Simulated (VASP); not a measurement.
# Rh (P6_3/mmc) in VASP: notebook

The runs below take Rh through single point, with LDA.

Everything below comes from runs of VASP 6.6.1. Logs are shortened: lines on timing, memory, paths and dates and some standing lists are left out, and cuts for length are marked.

### Step 1. The cell of the first run

It takes space group P6_3/mmc (No. 194, hexagonal). The conventional cell has a = 2.670 Å, b = 2.670 Å, c = 4.307 Å, α = 90.00°, β = 90.00°, γ = 120.00°. Rh (site symmetry -6m2) has 12 Rh at 2.65 to 2.67 Å within 3.5 Å.

### Step 2. Single point, LDA

INCAR

```
  PREC = Accurate
  ENCUT = 530
  EDIFF = 1E-6
  ISMEAR = -1
  SIGMA = 0.1
  LREAL = False
  LASPH = True
  NELM = 120
  ALGO = Normal
  ISIF = 2
  LWAVE = False
  LCHARG = False
  NBANDS = 24
  GGA_COMPAT = False
```

KPOINTS

```
Automatic mesh
0
Gamma
  15 15 8
```

POSCAR

```
Rh
1.0
    2.6696811773      0.0000000000      0.0000000000
   -1.3348405886      2.3120117196      0.0000000000
    0.0000000000      0.0000000000      4.3071561064
Rh
2
Direct
    0.3333333333      0.6666666667      0.2500000000
    0.6666666667      0.3333333333      0.7500000000
```

Potentials or basis: VASP PAW LDA potentials, release 64 (Rh_sv_GW).

Command:

```sh
cat potpaw_LDA.64/Rh_sv_GW/POTCAR > POTCAR
mpirun -np 1 vasp_std > vasp.out
```

OUTCAR:

```text
PREC = Accurate
   ENCUT = 530
   EDIFF = 1E-6
   ISMEAR = -1
   LREAL = False
   LASPH = True
   NELM = 120
   ISIF = 2

 ion  position               nearest neighbor table
   1  0.333  0.667  0.250-   2 2.65   2 2.65   2 2.65   2 2.65   2 2.65   2 2.65
   2  0.667  0.333  0.750-   1 2.65   1 2.65   1 2.65   1 2.65   1 2.65   1 2.65

  LATTYP: Found a hexagonal cell.
 ALAT       =     2.6696811773
 C/A-ratio  =     1.6133597311

  Lattice vectors:

 A1 = (   2.6696811773,   0.0000000000,   0.0000000000)
 A2 = (  -1.3348405886,   2.3120117196,   0.0000000000)
 A3 = (   0.0000000000,   0.0000000000,   4.3071561064)

Analysis of symmetry for initial positions (statically):
=====================================================================
 Subroutine PRICEL returns:
 Original cell was already a primitive cell.

 Routine SETGRP: Setting up the symmetry group for a
 hexagonal supercell.

 Subroutine GETGRP returns: Found 24 space group operations
 (whereof 12 operations were pure point group operations)
 out of a pool of 24 trial point group operations.

The static configuration has the point symmetry D_3d.
 The point group associated with its full space group is D_6h.

Analysis of symmetry for dynamics (positions and initial velocities):
=====================================================================
 Subroutine PRICEL returns:
 Original cell was already a primitive cell.

 Routine SETGRP: Setting up the symmetry group for a
 hexagonal supercell.

 Subroutine GETGRP returns: Found 24 space group operations
 (whereof 12 operations were pure point group operations)
 out of a pool of 24 trial point group operations.

The dynamic configuration has the point symmetry D_3d.
 The point group associated with its full space group is D_6h.

 Subroutine INISYM returns: Found 24 space group operations
 (whereof 12 operations are pure point group operations),
 and found     1 'primitive' translations

----------------------------------------------------------------------------------------

                                     Primitive cell

  volume of cell :      26.5852

  direct lattice vectors                    reciprocal lattice vectors
     2.669681177  0.000000000  0.000000000     0.374576563  0.216261880  0.000000000
    -1.334840589  2.312011720  0.000000000     0.000000000  0.432523759  0.000000000
     0.000000000  0.000000000  4.307156106     0.000000000  0.000000000  0.232171757

  length of vectors
     2.669681177  2.669681177  4.307156106     0.432523759  0.432523759  0.232171757

  position of ions in fractional coordinates (direct lattice)
     0.333333333  0.666666667  0.250000000
     0.666666667  0.333333333  0.750000000

  ion indices of the primitive-cell ions
   primitive index   ion index
                 1           1
                 2           2

----------------------------------------------------------------------------------------

 KPOINTS: Automatic mesh

Automatic generation of k-mesh.
 Grid dimensions read from file:
 generate k-points for:   15   15    8

 Generating k-lattice:

  Cartesian coordinates                     Fractional coordinates (reciprocal lattice)
     0.024971771  0.014417459  0.000000000     0.066666667 -0.000000000  0.000000000
     0.000000000  0.028834917  0.000000000     0.000000000  0.066666667  0.000000000
     0.000000000  0.000000000  0.029021470     0.000000000  0.000000000  0.125000000

  Length of vectors
     0.028834917  0.028834917  0.029021470

  Shift w.r.t. Gamma in fractional coordinates (k-lattice)
     0.000000000  0.000000000  0.000000000

 Subroutine IBZKPT returns following result:
 ===========================================

 Found    135 irreducible k-points:

 Following reciprocal coordinates:
            Coordinates               Weight
  0.000000  0.000000  0.000000      1.000000
  0.066667  0.000000  0.000000      6.000000
  0.133333  0.000000  0.000000      6.000000
  0.200000  0.000000  0.000000      6.000000
  0.266667  0.000000  0.000000      6.000000
  0.333333  0.000000  0.000000      6.000000
[... 16 lines left out ...]
  0.333333  0.200000  0.000000     12.000000
  0.400000  0.200000  0.000000      6.000000
 [... further k-points ...]
   k-points           NKPTS =    135   k-points in BZ     NKDIM =    135   number of bands    NBANDS=     24
   number of dos      NEDOS =    301   number of ions     NIONS =      2
   total plane-waves  NPLWV =  12800
   dimension x,y,z NGX =    20 NGY =   20 NGZ =   32
   dimension x,y,z NGXF=    40 NGYF=   40 NGZF=   64
   ions per type =               2
   NGX,Y,Z   is equivalent  to a cutoff of  12.45, 12.45, 12.35 a.u.
   NGXF,Y,Z  is equivalent  to a cutoff of  24.91, 24.91, 24.70 a.u.
 SYSTEM =  unknown system
   PREC   = accura    normal or accurate (medium, high low for compatibility)
   ISTART =      0    job   : 0-new  1-cont  2-samecut
   ICHARG =      2    charge: 1-file 2-atom 10-const
   ISPIN  =      1    spin polarized calculation?
   LNONCOLLINEAR =      F non collinear calculations
   LSORBIT =      F    spin-orbit coupling
   LASPH  =      T    aspherical Exc in radial PAW
   ENCUT  =  530.0 eV  38.95 Ry    6.24 a.u.   5.01  5.01  8.09*2*pi/ulx,y,z
   NELM   =    120;   NELMIN=  2; NELMDL= -5     # of ELM steps
   EDIFF  = 0.1E-05   stopping-criterion for ELM
   LREAL  =      F    real-space projection
   EDIFFG = 0.1E-04   stopping-criterion for IOM
   NSW    =      0    number of steps for IOM
   IBRION =     -1    ionic relax: 0-MD 1-quasi-New 2-CG
   NFREE  =      0    steps in history (QN), initial steepest desc. (CG)
   ISIF   =      2    stress and relaxation
   ISYM   =      2    0-nonsym 1-usesym 2-fastsym
   POTIM  = 0.5000    time-step for ionic-motion
   TEBEG  =    0.0;   TEEND  =   0.0 temperature during run
   PSTRESS=    0.0 pullay stress
   NELECT =      34.0000    total number of electrons
   NUPDOWN=      -1.0000    fix difference up-down
   EMIN   =  10.00;   EMAX   =-10.00  energy-range for DOS
   EFERMI =   0.00;   METHOD = LEGACY
   ISMEAR =    -1;   SIGMA  =   0.10  broadening in eV -4-tet -1-fermi 0-gaus
   EFERMI_NEDOS =   21; number of points for ismear=-14 and -15
   IALGO  =     38    algorithm
   IMIX   =      4    mixing-type and parameters
     AMIX     =   0.40;   BMIX     =  1.00
     AMIX_MAG =   1.60;   BMIX_MAG =  1.00
  volume/ion in A,a.u.               =      13.29        89.70
  Fermi-wavevector in a.u.,A,eV,Ry     =   1.777001  3.358046 42.963583  3.157734
  Thomas-Fermi vector in A             =   2.842482
   LORBIT       =      0    0 simple, 1 ext, 2 COOP (PROOUT), +10 PAW based schemes
   GGA     = CA    functional components
   LHFCALC =     F    Hartree Fock is set to
   AEXX    =    0.0000 exact exchange contribution
   IVDW    =     0    specifies the selected vdW correction
   LEPSILON=     F    determine dielectric tensor
   LRPA    =     F    only Hartree local field effects (RPA)
 non-spin polarized calculation
  energy-cutoff  :      530.00
  volume of cell :       26.59
 maximum number of plane-waves:       762
 NGX is ok and might be reduce to    20
   NGX =  9   NGY =  9   NGZ = 17

 number of electron      34.0000006 magnetization

 Free energy of the ion-electron system (eV)
  ---------------------------------------------------
  ext. energy  EPLUGINS =         0.00000000
  ---------------------------------------------------
  free energy    TOTEN  =       -15.61955118 eV

  energy without entropy =      -15.51731435  energy(sigma->0) =      -15.56843276

 E-fermi :  11.2815     XC(G=0): -14.6393

 val. band max:       11.2754674170   @ k =   0.4000   0.2000   0.2500
 cond. band min:      11.2877026772   @ k =   0.2000   0.0667   0.3750
 fundamental gap:      0.0122352602
 Fermi energy:        11.2815378595

 k-point     1 :       0.0000    0.0000    0.0000
  band No.  band energies     occupation
      1     -67.3466      2.00000
      2     -67.2050      2.00000
      3     -35.8678      2.00000
      4     -35.1176      2.00000
      5     -35.1176      2.00000
      6     -35.0026      2.00000
[... 16 lines left out ...]
     23      29.1602      0.00000
     24      29.8210      0.00000

 k-point     2 :       0.0667    0.0000    0.0000
  band No.  band energies     occupation
      1     -67.3416      2.00000
      2     -67.2028      2.00000
      3     -35.8561      2.00000
      4     -35.1452      2.00000
      5     -35.1265      2.00000
      6     -35.0224      2.00000
[... 16 lines left out ...]
     23      29.3462      0.00000
     24      30.0004      0.00000

 k-point     3 :       0.1333    0.0000    0.0000
  band No.  band energies     occupation
      1     -67.3273      2.00000
      2     -67.1965      2.00000
      3     -35.8216      2.00000
      4     -35.2209      2.00000
      5     -35.1507      2.00000
      6     -35.1003      2.00000
[... 16 lines left out ...]
     23      29.7913      0.00000
     24      30.0723      0.00000

 k-point     4 :       0.2000    0.0000    0.0000
  band No.  band energies     occupation
      1     -67.3056      2.00000
      2     -67.1877      2.00000
      3     -35.7673      2.00000
      4     -35.3329      2.00000
      5     -35.2129      2.00000
      6     -35.1857      2.00000
[... 16 lines left out ...]
     23      29.4881      0.00000
     24      29.7792      0.00000

 k-point     5 :       0.2667    0.0000    0.0000
  band No.  band energies     occupation
      1     -67.2796      2.00000
      2     -67.1786      2.00000
      3     -35.6988      2.00000
      4     -35.4620      2.00000
      5     -35.3388      2.00000
      6     -35.2246      2.00000
[... 451 lines left out ...]
 k-point    22 :       0.2667    0.2000    0.0000
  band No.  band energies     occupation
      1     -67.2242      2.00000
      2     -67.1675      2.00000
      3     -35.6000      2.00000
      4     -35.5372      2.00000
      5     -35.5317      2.00000
      6     -35.3356      2.00000
[... 16 lines left out ...]
     23      22.1675      0.00000
     24      27.1634      0.00000

 k-point    23 :       0.3333    0.2000    0.0000
  band No.  band energies     occupation
      1     -67.2065      2.00000
      2     -67.1684      2.00000
      3     -35.6554      2.00000
      4     -35.5427      2.00000
      5     -35.4664      2.00000
      6     -35.3935      2.00000
[... 16 lines left out ...]
     23      23.2576      0.00000
     24      26.6969      0.00000

 k-point    24 :       0.4000    0.2000    0.0000
  band No.  band energies     occupation
      1     -67.1988      2.00000
      2     -67.1700      2.00000
      3     -35.6745      2.00000
      4     -35.5391      2.00000
      5     -35.4349      2.00000
      6     -35.4200      2.00000
[... 16 lines left out ...]
     23      23.9590      0.00000
     24      26.2750      0.00000

 [... further k-points ...]
[... 5 lines left out ...]
  --------------------------------------------------------------------------------------
  -------------------------------------------------------------------------------------
  Total       -0.3168850     -0.3168850     -0.3862076     -0.0000000      0.0000000      0.0000000
  in kB      -19.0973107    -19.0973107    -23.2750920     -0.0000000      0.0000000      0.0000000
  external PRESSURE =     -20.4899044 kB  Pullay stress =       0.0000000 kB

 VOLUME and BASIS-vectors are now :
 -----------------------------------------------------------------------------
  energy-cutoff  :      530.00
  volume of cell :       26.59
      direct lattice vectors                 reciprocal lattice vectors
     2.669681177  0.000000000  0.000000000     0.374576563  0.216261880  0.000000000
    -1.334840589  2.312011720  0.000000000     0.000000000  0.432523759  0.000000000
     0.000000000  0.000000000  4.307156106     0.000000000  0.000000000  0.232171757

 POSITION                                       TOTAL-FORCE (eV/Angst)
 -----------------------------------------------------------------------------------
     -0.00000      1.54134      1.07679         0.000000      0.000000      0.000000
      1.33484      0.77067      3.23037        -0.000000      0.000000      0.000000
 -----------------------------------------------------------------------------------
    total drift:                               -0.000000      0.000000     -0.000000

  FREE ENERGIE OF THE ION-ELECTRON SYSTEM (eV)
  ---------------------------------------------------
  free  energy   TOTEN  =       -15.6195511751 eV

  energy  without entropy=      -15.5173143518  energy(sigma->0) =      -15.56843276
```

Wall time 30 s (1 thread of Intel Xeon 6975P-C (Granite Rapids), shared host); peak memory 0.2 GiB.

What came out:

```
Free energy            : -15.6196 eV
Pressure               : -2.0 GPa
Band gap on the k mesh : zero (band 17 reaches 11.98 eV, above the bottom of band 18 at 9.49 eV)
```

### Step 3. Single point, LDA (volume scaled by 0.96)

INCAR

```
ALGO     = Normal         # electronic algorithm
EDIFF    = 1E-6           # SCF threshold, eV
ENCUT    = 530            # plane-wave cutoff, eV
GGA      = CA             # functional
GGA_COMPAT= F            
ISIF     = 2              # what is computed and relaxed
ISMEAR   = -1             # smearing method
LASPH    = T              # aspherical terms in the spheres
LCHARG   = F              # write CHGCAR
LREAL    = F              # projectors in reciprocal space
LWAVE    = F              # write WAVECAR
NBANDS   = 24             # bands
NELM     = 120            # most SCF steps
PREC     = Accurate       # precision mode
SIGMA    = 0.1            # smearing width, eV
```

KPOINTS

```
k-points
0
Gamma
  15 15 8
```

POSCAR

```
Rh
1.0
    2.6335999817      0.0000000000      0.0000000000
   -1.3167999908      2.2807644875      0.0000000000
    0.0000000000      0.0000000000      4.2489441583
Rh
2
Direct
    0.3333333333      0.6666666667      0.2500000000
    0.6666666667      0.3333333333      0.7500000000
```

Potentials or basis: VASP PAW LDA potentials, release 64 (Rh_sv_GW).

Command:

```sh
cat potpaw_LDA.64/Rh_sv_GW/POTCAR > POTCAR
mpirun -np 1 vasp_std > vasp.out
```

Wall time 98 s (1 thread of Intel Xeon Platinum 8175M at 2.50GHz (Skylake/Cascade Lake), shared host); peak memory 0.2 GiB.

It converged, with:

```yaml
Free_energy: -15.5687 eV
Pressure: 12.1 GPa
Band_gap_on_the_k_mesh: zero (band 17 reaches 12.79 eV, above the bottom of band 18 at 10.12 eV)
```

Levels at points of the mesh, in eV from the Fermi level:
```csv
k point,band 13,band 14,band 15,band 16,band 17,band 18,band 19,band 20,band 21,band 22
"(0.00, 0.00, 0.00)",-3.44,-2.84,-2.84,-2.18,-2.18,0.16,0.16,0.64,9.39,15.64
"(0.00, 0.00, 0.50)",-3.57,-3.57,-3.57,-3.57,-0.48,-0.48,-0.48,-0.48,14.92,14.92
```
